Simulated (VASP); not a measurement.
# CuI (Pm-3m) in VASP: settings compared, part 2 of 2

VASP 6.6.1.

## (3) Relaxation of cell and atoms, PBE

This run uses another cell than the first one, of 20.47 Å³/atom, 0.834 times its volume.

File INCAR:

```
  ALGO = Normal
  EDIFF = 1E-6
  EDIFFG = -0.005
  ENCUT = 600
  GGA = PE
  IBRION = 2
  ISIF = 3
  ISMEAR = -1
  LASPH = T
  LCHARG = F
  LREAL = F
  LWAVE = F
  NELM = 60
  NSW = 80
  PREC = Accurate
  SIGMA = 0.02
```

File KPOINTS:

```
k-points
0
Gamma
  6 6 6
```

File POSCAR:

```
CuI
1.0
    3.4467903447      0.0000000000      0.0000000000
    0.0000000000      3.4467903447      0.0000000000
    0.0000000000      0.0000000000      3.4467903447
Cu I
1 1
Direct
    0.0000000000      0.0000000000      0.0000000000
    0.5000000000      0.5000000000      0.5000000000
```

Potentials or basis: VASP PAW PBE potentials, release 64 (Cu, I).

Launch:

```
$ cat potpaw_PBE.64/Cu/POTCAR potpaw_PBE.64/I/POTCAR > POTCAR
$ mpirun -np 1 vasp_std > vasp.out
```

OUTCAR:

```text
EDIFF = 1E-6
   EDIFFG = -0.005
   ENCUT = 600
   GGA = PE
   IBRION = 2
   ISIF = 3
   ISMEAR = -1
   LASPH = T
   LREAL = F
   NELM = 60
   NSW = 80
   PREC = Accurate

 ion  position               nearest neighbor table
   1  0.000  0.000  0.000-   2 2.99   2 2.99   2 2.99   2 2.99   2 2.99   2 2.99   2 2.99   2 2.99

   2  0.500  0.500  0.500-   1 2.99   1 2.99   1 2.99   1 2.99   1 2.99   1 2.99   1 2.99   1 2.99

  LATTYP: Found a simple cubic cell.
 ALAT       =     3.4467903447

  Lattice vectors:

 A1 = (   3.4467903447,   0.0000000000,   0.0000000000)
 A2 = (   0.0000000000,   3.4467903447,   0.0000000000)
 A3 = (   0.0000000000,   0.0000000000,   3.4467903447)

Analysis of symmetry for initial positions (statically):
=====================================================================
 Subroutine PRICEL returns:
 Original cell was already a primitive cell.

 Routine SETGRP: Setting up the symmetry group for a
 simple cubic supercell.

 Subroutine GETGRP returns: Found 48 space group operations
 (whereof 48 operations were pure point group operations)
 out of a pool of 48 trial point group operations.

The static configuration has the point symmetry O_h .

Analysis of symmetry for dynamics (positions and initial velocities):
=====================================================================
 Subroutine PRICEL returns:
 Original cell was already a primitive cell.

 Routine SETGRP: Setting up the symmetry group for a
 simple cubic supercell.

 Subroutine GETGRP returns: Found 48 space group operations
 (whereof 48 operations were pure point group operations)
 out of a pool of 48 trial point group operations.

The dynamic configuration has the point symmetry O_h .

 Subroutine INISYM returns: Found 48 space group operations
 (whereof 48 operations are pure point group operations),
 and found     1 'primitive' translations

----------------------------------------------------------------------------------------

                                     Primitive cell

  volume of cell :      40.9491

  direct lattice vectors                    reciprocal lattice vectors
     3.446790345  0.000000000  0.000000000     0.290124986  0.000000000  0.000000000
     0.000000000  3.446790345  0.000000000     0.000000000  0.290124986  0.000000000
     0.000000000  0.000000000  3.446790345     0.000000000  0.000000000  0.290124986

  length of vectors
     3.446790345  3.446790345  3.446790345     0.290124986  0.290124986  0.290124986

  position of ions in fractional coordinates (direct lattice)
     0.000000000  0.000000000  0.000000000
     0.500000000  0.500000000  0.500000000

  ion indices of the primitive-cell ions
   primitive index   ion index
                 1           1
                 2           2

----------------------------------------------------------------------------------------

 KPOINTS: k-points

Automatic generation of k-mesh.
 Grid dimensions read from file:
 generate k-points for:    6    6    6

 Generating k-lattice:

  Cartesian coordinates                     Fractional coordinates (reciprocal lattice)
     0.048354164  0.000000000  0.000000000     0.166666667  0.000000000  0.000000000
     0.000000000  0.048354164  0.000000000     0.000000000  0.166666667  0.000000000
     0.000000000  0.000000000  0.048354164     0.000000000  0.000000000  0.166666667

  Length of vectors
     0.048354164  0.048354164  0.048354164

  Shift w.r.t. Gamma in fractional coordinates (k-lattice)
     0.000000000  0.000000000  0.000000000

 Subroutine IBZKPT returns following result:
 ===========================================

 Found     20 irreducible k-points:

 Following reciprocal coordinates:
            Coordinates               Weight
  0.000000  0.000000  0.000000      1.000000
  0.166667  0.000000  0.000000      6.000000
  0.333333  0.000000  0.000000      6.000000
  0.500000  0.000000  0.000000      3.000000
  0.166667  0.166667  0.000000     12.000000
  0.333333  0.166667  0.000000     24.000000
[... 12 lines left out ...]
  0.500000  0.500000  0.333333      6.000000
  0.500000  0.500000  0.500000      1.000000
   k-points           NKPTS =     20   k-points in BZ     NKDIM =     20   number of bands    NBANDS=     13
   number of dos      NEDOS =    301   number of ions     NIONS =      2
   total plane-waves  NPLWV =  21952
   dimension x,y,z NGX =    28 NGY =   28 NGZ =   28
   dimension x,y,z NGXF=    56 NGYF=   56 NGZF=   56
   ions per type =               1   1
   NGX,Y,Z   is equivalent  to a cutoff of  13.50, 13.50, 13.50 a.u.
   NGXF,Y,Z  is equivalent  to a cutoff of  27.01, 27.01, 27.01 a.u.
 SYSTEM =  unknown system
   PREC   = accura    normal or accurate (medium, high low for compatibility)
   ISTART =      0    job   : 0-new  1-cont  2-samecut
   ICHARG =      2    charge: 1-file 2-atom 10-const
   ISPIN  =      1    spin polarized calculation?
   LNONCOLLINEAR =      F non collinear calculations
   LSORBIT =      F    spin-orbit coupling
   LASPH  =      T    aspherical Exc in radial PAW
   ENCUT  =  600.0 eV  44.10 Ry    6.64 a.u.   6.88  6.88  6.88*2*pi/ulx,y,z
   NELM   =     60;   NELMIN=  2; NELMDL= -5     # of ELM steps
   EDIFF  = 0.1E-05   stopping-criterion for ELM
   LREAL  =      F    real-space projection
   EDIFFG = -.5E-02   stopping-criterion for IOM
   NSW    =     80    number of steps for IOM
   IBRION =      2    ionic relax: 0-MD 1-quasi-New 2-CG
   NFREE  =      1    steps in history (QN), initial steepest desc. (CG)
   ISIF   =      3    stress and relaxation
   ISYM   =      2    0-nonsym 1-usesym 2-fastsym
   POTIM  = 0.5000    time-step for ionic-motion
   TEBEG  =    0.0;   TEEND  =   0.0 temperature during run
   PSTRESS=    0.0 pullay stress
   NELECT =      18.0000    total number of electrons
   NUPDOWN=      -1.0000    fix difference up-down
   EMIN   =  10.00;   EMAX   =-10.00  energy-range for DOS
   EFERMI =   0.00;   METHOD = LEGACY
   ISMEAR =    -1;   SIGMA  =   0.02  broadening in eV -4-tet -1-fermi 0-gaus
   EFERMI_NEDOS =   21; number of points for ismear=-14 and -15
   IALGO  =     38    algorithm
   IMIX   =      4    mixing-type and parameters
     AMIX     =   0.40;   BMIX     =  1.00
     AMIX_MAG =   1.60;   BMIX_MAG =  1.00
  volume/ion in A,a.u.               =      20.47       138.17
  Fermi-wavevector in a.u.,A,eV,Ry     =   1.244756  2.352247 21.081096  1.549417
  Thomas-Fermi vector in A             =   2.379008
   LORBIT       =      0    0 simple, 1 ext, 2 COOP (PROOUT), +10 PAW based schemes
   GGA     = PE    functional components
   LHFCALC =     F    Hartree Fock is set to
   AEXX    =    0.0000 exact exchange contribution
   IVDW    =     0    specifies the selected vdW correction
   LEPSILON=     F    determine dielectric tensor
   LRPA    =     F    only Hartree local field effects (RPA)
 conjugate gradient relaxation of ions
 non-spin polarized calculation
  energy-cutoff  :      600.00
  volume of cell :       40.95
 maximum number of plane-waves:      1406
 NGX is ok and might be reduce to    28
   NGX = 13   NGY = 13   NGZ = 13

--------------------------------------- Ionic step        1  -------------------------------------------

 number of electron      18.0000011 magnetization

 Free energy of the ion-electron system (eV)
  ---------------------------------------------------
  ext. energy  EPLUGINS =         0.00000000
  ---------------------------------------------------
  free energy    TOTEN  =        -3.93702914 eV

  energy without entropy =       -3.93499352  energy(sigma->0) =       -3.93601133

 E-fermi :   8.0445     XC(G=0): -10.8049

 val. band max:        8.0301642727   @ k =   0.0000   0.0000   0.0000
 cond. band min:       8.0694453904   @ k =   0.5000   0.3333   0.0000
 fundamental gap:      0.0392811178
 Fermi energy:         8.0445261465

 k-point     1 :       0.0000    0.0000    0.0000
  band No.  band energies     occupation
      1      -7.1010      2.00000
      2       5.2741      2.00000
      3       5.2741      2.00000
      4       5.8674      2.00000
      5       5.8674      2.00000
      6       5.8674      2.00000
      7       6.0613      2.00000
      8       6.0613      2.00000
      9       6.0613      2.00000
     10       8.0302      1.34437
     11      13.1289      0.00000
     12      13.1289      0.00000
     13      19.3266      0.00000
[... 371 lines left out ...]
  energy  without entropy=       -4.1388009271  energy(sigma->0) =       -4.13973107

--------------------------------------- Ionic step        3  -------------------------------------------

 number of electron      18.0000011 magnetization

 Free energy of the ion-electron system (eV)
  ---------------------------------------------------
  ext. energy  EPLUGINS =         0.00000000
  ---------------------------------------------------
  free energy    TOTEN  =        -4.14079737 eV

  energy without entropy =       -4.13893740  energy(sigma->0) =       -4.13986738

 E-fermi :   5.6860     XC(G=0):  -9.9490

 val. band max:        5.6765638458   @ k =   0.5000   0.1667   0.0000
 cond. band min:       5.7295009248   @ k =   0.5000   0.0000   0.0000
 fundamental gap:      0.0529370790
 Fermi energy:         5.6860393303

 k-point     1 :       0.0000    0.0000    0.0000
  band No.  band energies     occupation
      1      -8.1390      2.00000
      2       3.7157      2.00000
      3       3.7157      2.00000
      4       4.1180      2.00000
      5       4.1180      2.00000
      6       4.1180      2.00000
      7       4.1278      2.00000
      8       4.1278      2.00000
      9       4.1278      2.00000
     10       5.3254      2.00000
     11      11.1731      0.00000
     12      11.1731      0.00000
     13      15.8912      0.00000
[... 331 lines left out ...]
  FREE ENERGIE OF THE ION-ELECTRON SYSTEM (eV)
  ---------------------------------------------------
  free  energy   TOTEN  =        -4.1407973721 eV

  energy  without entropy=       -4.1389373974  energy(sigma->0) =       -4.13986738

 reached required accuracy - stopping structural energy minimisation
```

CONTCAR:

```text
CuI
   1.00000000000000
     3.6512476860262870   -0.0000000000000000    0.0000000000000000
    -0.0000000000000000    3.6512476860262870    0.0000000000000000
    -0.0000000000000000   -0.0000000000000000    3.6512476860262870
  Cu              I
     1     1
Direct
     0.0000000000000000    0.0000000000000000    0.0000000000000000
     0.5000000000000000    0.5000000000000000    0.5000000000000000

  0.00000000E+00  0.00000000E+00  0.00000000E+00
  0.00000000E+00  0.00000000E+00  0.00000000E+00
```

Wall time 35 s (1 thread of Intel Xeon Platinum 8259CL at 2.50GHz (Skylake/Cascade Lake), shared host); peak memory 0.17 GiB.

Results:

```yaml
Free_energy: -4.1408 eV
Relaxed_volume: 24.34 Å³/atom
Relaxed_cell: a = 3.651 Å, b = 3.651 Å, c = 3.651 Å, α = 90.00°, β = 90.00°, γ = 90.00°
Space_group_after_relaxing_to_0.05_Å: Pm-3m (No. 221)
Energy_gained_by_relaxing: 101.9 meV/atom
Ionic_steps: 3
Pressure_after_relaxing: 0.0 GPa
Band_gap_on_the_k_mesh: zero (band 9 reaches 5.73 eV, above the bottom of band 10 at 5.33 eV)
```

Step by step:
| step | energy change (eV) | largest force (eV/Å) | pressure (GPa) | volume (Å³) |
| --- | --- | --- | --- | --- |
| 1 | 0.0000 | 0.0000 | 9.35 | 40.95 |
| 2 | -0.2036 | 0.0000 | 0.19 | 48.45 |
| 3 | -0.2038 | 0.0000 | 0.00 | 48.68 |

Final structure:
```
Cu I
1.0
     3.65125    0.00000    0.00000
     0.00000    3.65125    0.00000
     0.00000    0.00000    3.65125
Cu I
1 1
Direct
  0.00000 0.00000 0.00000
  0.50000 0.50000 0.50000
```

Levels at points of the mesh, in eV from the Fermi level:
| k point | band 6 | band 7 | band 8 | band 9 | band 10 | band 11 | band 12 | band 13 |
| --- | --- | --- | --- | --- | --- | --- | --- | --- |
| (0.00, 0.00, 0.00) | -1.57 | -1.56 | -1.56 | -1.56 | -0.36 | 5.49 | 5.49 | 10.21 |
| (0.50, 0.00, 0.00) | -1.54 | -1.41 | 0.04 | 0.04 | 3.47 | 3.94 | 6.33 | 6.40 |
| (0.50, 0.50, 0.00) | -1.69 | -1.59 | -1.41 | -0.36 | -0.25 | 7.29 | 7.29 | 7.64 |
| (0.50, 0.50, 0.50) | -1.41 | -0.73 | -0.73 | -0.73 | 1.81 | 1.81 | 1.81 | 1.98 |

Caveat: the volume moved by over 15 % at a fixed basis, so the end points are rough; spin-orbit coupling is left out, which moves the levels of the heavy elements; semilocal functionals often make such compounds metallic where correlation or magnetic order opens a gap, which also shifts bond lengths.

## (4) Single point, r2SCAN

File POSCAR:

```
CuI
1.0
    3.6613896848      0.0000000000      0.0000000000
    0.0000000000      3.6613896848      0.0000000000
    0.0000000000      0.0000000000      3.6613896848
Cu I
1 1
Direct
    0.0000000000      0.0000000000      0.0000000000
    0.5000000000      0.5000000000      0.5000000000
```

File INCAR.step1:

```
PREC     = Accurate       # precision mode
ENCUT    = 520            # plane-wave cutoff, eV
ISMEAR   = -1             # smearing method
SIGMA    = 0.02           # smearing width, eV
LREAL    = False          # projectors in reciprocal space
LASPH    = True           # aspherical terms in the spheres
NELM     = 100            # most SCF steps
NBANDS   = 16             # bands
GGA      = PE             # functional
ALGO     = Normal         # electronic algorithm
EDIFF    = 1E-4           # SCF threshold, eV
LWAVE    = True           # write WAVECAR
LCHARG   = False          # write CHGCAR
```

File INCAR.step2:

```
PREC     = Accurate       # precision mode
ENCUT    = 520            # plane-wave cutoff, eV
EDIFF    = 1E-6           # SCF threshold, eV
ISMEAR   = -1             # smearing method
SIGMA    = 0.02           # smearing width, eV
LREAL    = False          # projectors in reciprocal space
LASPH    = True           # aspherical terms in the spheres
NELM     = 100            # most SCF steps
ALGO     = Normal         # electronic algorithm
ISIF     = 2              # what is computed and relaxed
LWAVE    = False          # write WAVECAR
LCHARG   = False          # write CHGCAR
METAGGA  = R2SCAN         # meta-GGA
LMIXTAU  = True         
NBANDS   = 16             # bands
ISTART   = 1
```

File KPOINTS:

```
Automatic mesh
0
Gamma
  8 8 8
```

Potentials or basis: VASP PAW PBE potentials, release 64 (Cu, I).

Launch:

```
$ cat potpaw_PBE.64/Cu/POTCAR potpaw_PBE.64/I/POTCAR > POTCAR
$ cp INCAR.step1 INCAR
$ mpirun -np 1 vasp_std > vasp.out
$ cp INCAR.step2 INCAR
$ mpirun -np 1 vasp_std > vasp.out
```

OUTCAR:

```text
PREC = Accurate
   ENCUT = 520
   EDIFF = 1E-6
   ISMEAR = -1
   LREAL = False
   LASPH = True
   NELM = 100
   ISIF = 2
   METAGGA = R2SCAN
   ISTART = 1

 ion  position               nearest neighbor table
   1  0.000  0.000  0.000-   2 3.17   2 3.17   2 3.17   2 3.17   2 3.17   2 3.17   2 3.17   2 3.17

   2  0.500  0.500  0.500-   1 3.17   1 3.17   1 3.17   1 3.17   1 3.17   1 3.17   1 3.17   1 3.17

  LATTYP: Found a simple cubic cell.
 ALAT       =     3.6613896848

  Lattice vectors:

[... 192 lines left out ...]
      6       3.8014      2.00000
[... 433 lines left out ...]
      3       1.1431      2.00000
      4       3.4378      2.00000
      5       3.6299      2.00000
      6       3.8284      2.00000
[... 8 lines left out ...]
     15      17.2183      0.00000
     16      17.6006      0.00000

 [... further k-points ...]
[... 5 lines left out ...]
  --------------------------------------------------------------------------------------
  -------------------------------------------------------------------------------------
  Total       -0.0116274     -0.0116274     -0.0116274     -0.0000000     -0.0000000     -0.0000000
  in kB       -0.3795387     -0.3795387     -0.3795387     -0.0000000     -0.0000000     -0.0000000
  external PRESSURE =      -0.3795387 kB  Pullay stress =       0.0000000 kB

 VOLUME and BASIS-vectors are now :
 -----------------------------------------------------------------------------
  energy-cutoff  :      520.00
  volume of cell :       49.08
      direct lattice vectors                 reciprocal lattice vectors
     3.661389685  0.000000000  0.000000000     0.273120341  0.000000000  0.000000000
     0.000000000  3.661389685  0.000000000     0.000000000  0.273120341  0.000000000
     0.000000000  0.000000000  3.661389685     0.000000000  0.000000000  0.273120341

 POSITION                                       TOTAL-FORCE (eV/Angst)
 -----------------------------------------------------------------------------------
      0.00000      0.00000      0.00000         0.000000      0.000000      0.000000
      1.83069      1.83069      1.83069         0.000000      0.000000      0.000000
 -----------------------------------------------------------------------------------
    total drift:                               -0.000000      0.000000     -0.000000

  FREE ENERGIE OF THE ION-ELECTRON SYSTEM (eV)
  ---------------------------------------------------
  free  energy   TOTEN  =       -34.2902962693 eV

  energy  without entropy=      -34.2891383888  energy(sigma->0) =      -34.28971733
```

OUTCAR.step1:

```text
PREC = Accurate
   ENCUT = 520
   ISMEAR = -1
   LREAL = False
   LASPH = True
[... 678 lines left out ...]
      0.00000      0.00000      0.00000         0.000000      0.000000      0.000000
      1.83069      1.83069      1.83069         0.000000      0.000000      0.000000
 -----------------------------------------------------------------------------------
    total drift:                               -0.000000      0.000000     -0.000000

  FREE ENERGIE OF THE ION-ELECTRON SYSTEM (eV)
  ---------------------------------------------------
  free  energy   TOTEN  =        -4.1387376631 eV

  energy  without entropy=       -4.1373546983  energy(sigma->0) =       -4.13804618
```

It took 89 s on 1 thread of Intel Xeon Platinum 8259CL at 2.50GHz (Skylake/Cascade Lake), shared host; peak memory 0.18 GiB.

What came out:

```yaml
Free_energy: -34.2903 eV
Pressure: 0.0 GPa
Band_gap_on_the_k_mesh: zero (band 9 reaches 5.46 eV, above the bottom of band 10 at 5.36 eV)
```

Levels at points of the mesh, in eV from the Fermi level:
```csv
k point,band 6,band 7,band 8,band 9,band 10,band 11,band 12,band 13
"(0.00, 0.00, 0.00)",-1.65,-1.55,-1.55,-1.55,0.17,5.94,5.94,10.90
"(0.50, 0.00, 0.00)",-1.53,-1.39,0.01,0.01,4.08,4.38,6.76,6.76
"(0.50, 0.50, 0.00)",-1.68,-1.56,-1.40,-0.32,-0.10,7.90,7.90,8.24
"(0.50, 0.50, 0.50)",-1.39,-0.74,-0.74,-0.74,2.19,2.19,2.19,2.42
```

Caveat: the PAW data sets were made with another functional, which shifts forces and pressure a little; spin-orbit coupling is left out, which moves the levels of the heavy elements; semilocal functionals often make such compounds metallic where correlation or magnetic order opens a gap, which also shifts bond lengths.

## (5) The runs side by side

```csv
task,level,potentials or basis,cell,k mesh,cutoff (eV),gap on the mesh (eV),pressure (GPa)
single point,LDA,"VASP PAW LDA potentials, release 64 (Cu, I)","a = 3.661 Å, 2 atoms",8 × 8 × 8,520,none,-5.2
relaxation of cell and atoms,PBE,"VASP PAW PBE potentials, release 64 (Cu, I)","relaxed from a = 3.447 Å, 2 atoms",6 × 6 × 6,600,none,0.0
single point,r2SCAN,"VASP PAW PBE potentials, release 64 (Cu, I)","a = 3.661 Å, 2 atoms",8 × 8 × 8,520,none,0.0
```

Alike in all rows: no spin polarisation; smearing fermi-dirac 0.02 eV.

Caveats: spin-orbit coupling is left out, which moves the levels of the heavy elements; semilocal functionals often make such compounds metallic where correlation or magnetic order opens a gap, which also shifts bond lengths; the volume moved by over 15 % at a fixed basis, so the end points are rough (some runs); the PAW data sets were made with another functional, which shifts forces and pressure a little (some runs).

Total energies depend on the potentials used, so only differences within one code and one set of settings carry meaning.
